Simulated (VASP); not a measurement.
# H3C2N in VASP: a series of runs, part 2 of 2

VASP 6.6.1.

## (3) Single point, PBEsol

INCAR

```
SYSTEM = H3C2N
ALGO     = Normal         ! electronic algorithm
EDIFF    = 1E-6           ! SCF threshold, eV
ENCUT    = 520            ! plane-wave cutoff, eV
GGA      = PS             ! functional
GGA_COMPAT= .FALSE.      
ISIF     = 2              ! what is computed and relaxed
ISMEAR   = -1             ! smearing method
LASPH    = .TRUE.         ! aspherical terms in the spheres
LCHARG   = .FALSE.        ! write CHGCAR
LREAL    = Auto         
LWAVE    = .FALSE.        ! write WAVECAR
NBANDS   = 72             ! bands
NELM     = 120            ! most SCF steps
PREC     = Accurate       ! precision mode
SIGMA    = 0.02           ! smearing width, eV
```

KPOINTS

```
k-points
0
G
  1 1 1
  0 0 0
```

POSCAR

```
H3C2N
1.0
    8.7876200000      0.0000000000      0.0000000000
    0.0000000000      8.7876200000      0.0000000000
    0.0000000000      0.0000000000      8.7876200000
C N H
12 6 18
Direct
    1.0389957690      0.3713064516      0.5609027245
    0.9641859798      0.3955792353      0.7179532114
    0.3958864858      0.0563178654      0.4046146738
    0.3779521645      0.2091806428      0.3212132523
    0.6148422440      0.8770520346      1.0437979794
    0.5430025422      0.8542927437      0.8940077063
    0.1717188499      0.6770433860      0.9898925989
    0.0423891793      0.7614234571      1.0254426113
    0.9965952101      0.7713123690      0.5269458625
    0.9124199726      0.8940873638      0.4555044483
    0.5100926076      0.4667020194      0.9203971041
    0.4703548856      0.3925181107      0.7689681620
    0.8908783038      0.4157781060      0.8263443344
    0.3567632647      0.3425159486      0.2930372501
    0.4588386844      0.8733764091      0.7877331974
   -0.0594131289      0.8017301613      1.0961329689
    0.8236587381      0.9735514280      0.4104979505
    0.4684658645      0.3178334976      0.6555586154
    1.1044856286      0.2535043618      0.5830133756
    0.9617962543      0.3503906632      0.4599652693
    1.1261866125      0.4629922550      0.5494775605
    0.5129488986      0.0149528541      0.4190554439
    0.3784301096      0.0540419363      0.5316797950
    0.3357678188     -0.0419681324      0.3494120137
    0.5744558823      0.7786522403      1.1230116914
    0.7359102920      0.8465659644      1.0448562865
    0.5577960813      0.9731190015      1.1119051575
    0.2433195791      0.7546980866      0.9018141431
    0.2303809223      0.6750178091      1.0927987328
    0.1348032801      0.5830930332      0.9232875341
    1.0901358957      0.7175663035      0.4486197628
    1.0603553636      0.7920119441      0.6274053726
    0.9296373762      0.6776692665      0.5794060280
    0.5158734674      0.3590847124      0.9960148482
    0.6088337912      0.5399300379      0.9236061641
    0.4147197990      0.5309514977      0.9556853847
```

Potentials or basis: VASP PAW PBE potentials, release 64 (C, N, H).

The run is started by

```sh
$ cat potpaw_PBE.64/C/POTCAR potpaw_PBE.64/N/POTCAR potpaw_PBE.64/H/POTCAR > POTCAR
$ mpirun -np 1 vasp_gam > vasp.out
```

Run time: 2.4 min. Hardware: 1 thread of Intel Xeon 8259CL, shared host; peak memory 0.7 GiB.

The run converged. Its results:

| Item | Value |
| --- | --- |
| Free energy | -221.1496 eV |
| Pressure | -1.6 GPa |
| Largest force | 6.770 eV/Å |
| Band gap on the k mesh | 5.67 eV |

Forces on the atoms (eV/Å):
```
C    0.707 -2.035  2.532
C    0.039 -0.183 -3.048
C    0.038  0.260 -0.458
C   -0.495  2.208  1.520
C   -2.281 -1.930  0.993
C   -2.438  1.802 -1.321
C    1.456  3.140 -4.158
C    0.049 -0.513  0.329
C    1.357 -1.634 -1.450
C    3.763 -4.729  3.052
C   -0.854 -3.317 -1.150
C    1.545 -0.608 -1.042
N    0.184  0.129  0.465
N    0.709 -4.457  0.322
N    2.314 -1.016  2.343
N   -2.113  1.292  0.848
N   -3.945  4.122 -2.320
N   -0.438  1.675  2.444
H   -0.795  2.037 -0.680
H    0.303  0.538  1.057
H   -0.354 -0.550 -0.391
H    0.708  0.436 -0.938
H   -0.901  0.835 -0.706
H   -0.020  0.810  0.195
H    0.205  0.620 -1.033
H    0.529  1.076  0.175
H    1.326 -0.370 -1.162
H   -0.723 -1.346  1.425
H    1.494 -1.097  1.614
H    0.098 -1.675 -0.073
H   -1.538  0.687  0.705
H    0.893  1.502  1.047
H   -0.650  0.167 -0.978
H    0.298  1.538 -0.388
H    0.731 -0.150 -0.368
H   -1.201  0.738  0.597
```

Stress tensor (GPa, compression positive):
```
 1.62 -0.83 -0.30
-0.83 -2.98  0.86
-0.30  0.86 -3.35
```

Levels at points of the mesh, in eV from the valence-band top:
```
           k point  band 44  band 45  band 46  band 47  band 48  band 49  band 50  band 51  band 52  band 53
(0.00, 0.00, 0.00)    -0.19    -0.16    -0.05    -0.02     0.00     5.67     6.12     6.38     6.50     6.59
```

Caveat: the k points lie up to 0.72 Å⁻¹ apart; the atoms stand as in a frame of molecular dynamics; the PAW data sets were made with another functional, which shifts forces and pressure a little.

## (4) Single point, PBEsol

INCAR

```
PREC = Accurate
ENCUT = 520
EDIFF = 1E-6
ISMEAR = -1
SIGMA = 0.02
LREAL = Auto
LASPH = True
NELM = 120
ALGO = Normal
ISIF = 2
LWAVE = False
LCHARG = False
GGA = PS
NBANDS = 72
GGA_COMPAT = False
```

KPOINTS

```
regular mesh
0
Gamma
  1 1 1
```

POSCAR

```
H3C2N
1.0
    8.7876200000      0.0000000000      0.0000000000
    0.0000000000      8.7876200000      0.0000000000
    0.0000000000      0.0000000000      8.7876200000
C N H
12 6 18
Direct
    0.9474123824      0.3186414524      0.6043160719
    0.8999251219      0.3664132040      0.7515686841
    0.3787714990      0.0688354754      0.4008935298
    0.3550107993      0.2145404558      0.3247409424
    0.5628714032      0.9148665964      1.0525034082
    0.5008181965      0.8943604753      0.8989009538
    0.2079402614      0.6789096479      0.9887204954
    0.0556123273      0.7384365733      1.0119463518
    1.0717350090      0.7439101827      0.5331591489
    0.9327440194      0.8364494596      0.4848980725
    0.5129033800      0.4844656460      0.8943718550
    0.5114809243      0.3560122081      0.7756935325
    0.8403526780      0.4015194103      0.8663437882
    0.3959661433      0.3323766845      0.2806789552
    0.4325972220      0.8608019009      0.7891328938
   -0.0706107001      0.7667718905      1.0561221355
    0.8311920634      0.8837432661      0.4132859637
    0.4969149781      0.2661471479      0.6800020939
    0.9702285716      0.1921339339      0.5854144808
    0.8339914562      0.3332642968      0.5254323696
    1.0298123952      0.3998693617      0.5651700916
    0.5032989592      0.0494900781      0.4166429591
    0.3607688999      0.0705424222      0.5236685246
    0.3284051882     -0.0275728809      0.3282003546
    0.5210512061      0.8545999941      1.1629656266
    0.6869209183      0.9100643860      1.0678773092
    0.5404990202      1.0358208480      1.0832056916
    0.2897257733      0.7728941397      0.9786039906
    0.2306767930      0.5869279737      1.0700622011
    0.1981196274      0.6282702256      0.8826849591
    1.1459302974      0.7494406904      0.4280226045
    1.1416515507      0.7815654295      0.6258691204
    1.0551093470      0.6132604733      0.5239757750
    0.4895068289      0.4331662043      1.0112977120
    0.6183471748      0.5544163266      0.8671858820
    0.4170640060      0.5654545827      0.8720336109
```

The run is started by

```sh
$ cat potpaw_PBE.64/C/POTCAR potpaw_PBE.64/N/POTCAR potpaw_PBE.64/H/POTCAR > POTCAR
$ mpirun -np 1 vasp_gam > vasp.out
```

Wall time 2.3 min (1 thread of Intel Xeon 8259CL, shared host); peak memory 0.7 GiB.

The run converged. Its results:

```
Free energy            : -221.8404 eV
Pressure               : -1.7 GPa
Largest force          : 4.254 eV/Å
Band gap on the k mesh : 5.84 eV
```

Forces in eV/Å, atoms in the order of the input:
```
C   -2.940 -1.017 -1.990
C   -1.283 -0.226  1.762
C    0.083 -1.018 -1.094
C    1.664 -0.743  1.149
C   -0.122  1.263  1.321
C   -0.242 -1.162  1.047
C   -1.068  1.157  1.214
C   -3.492  0.407  2.396
C   -0.970 -0.739 -3.048
C    1.473 -1.772  0.183
C   -0.204 -0.987 -1.444
C   -0.528  2.276  1.798
N    1.092 -0.230 -0.976
N   -0.790  0.862 -0.751
N    0.623  0.556  0.319
N    3.328 -0.395 -1.574
N    0.103  0.304  0.589
N    0.133 -0.482 -0.304
H    0.326  1.264  0.556
H    2.036 -0.033  1.298
H    0.945  0.019 -0.702
H   -0.032  0.155 -0.910
H   -1.248 -0.006  0.297
H    0.337  0.822  1.289
H   -0.127 -0.008 -2.035
H    0.290 -0.424 -0.675
H   -0.072 -0.025 -0.168
H    0.126 -0.314  0.286
H    0.251  0.217  0.321
H    0.281 -1.184 -2.398
H   -0.188  0.480  0.589
H    0.043  0.276  0.864
H   -0.472  1.631  0.824
H    0.915  0.604 -0.831
H   -0.602 -0.866  1.054
H    0.332 -0.665 -0.255
```

Stress tensor (GPa, compression positive):
```
-1.84  0.64 -0.87
 0.64 -1.60 -0.09
-0.87 -0.09 -1.72
```

Levels at points of the mesh, in eV from the valence-band top:
| k point | band 45 | band 46 | band 47 | band 48 | band 49 | band 50 | band 51 | band 52 |
| --- | --- | --- | --- | --- | --- | --- | --- | --- |
| (0.00, 0.00, 0.00) | -0.09 | -0.08 | -0.01 | 0.00 | 5.84 | 6.21 | 6.36 | 6.60 |

Caveat: the k points lie up to 0.72 Å⁻¹ apart; the atoms stand as in a frame of molecular dynamics; the PAW data sets were made with another functional, which shifts forces and pressure a little.

## (5) The runs side by side

```tsv
cell	gap on the mesh (eV)	pressure (GPa)	largest force (eV/Å)
as given, atomic positions A	5.32	-0.2	8.15
as given, atomic positions B	5.67	-1.6	6.77
as given, atomic positions C	5.84	-1.7	4.25
```

Alike in all rows: task single point; level PBEsol; potentials or basis VASP PAW PBE potentials, release 64 (C, N, H); no spin polarisation; k mesh 1 × 1 × 1; cutoff (eV) 520; smearing fermi-dirac 0.02 eV.

Caveats: all runs use coarse meshes; the atoms stand as in a frame of molecular dynamics; the PAW data sets were made with another functional, which shifts forces and pressure a little.

Total energies depend on the potentials used, so only differences within one code and one set of settings carry meaning.
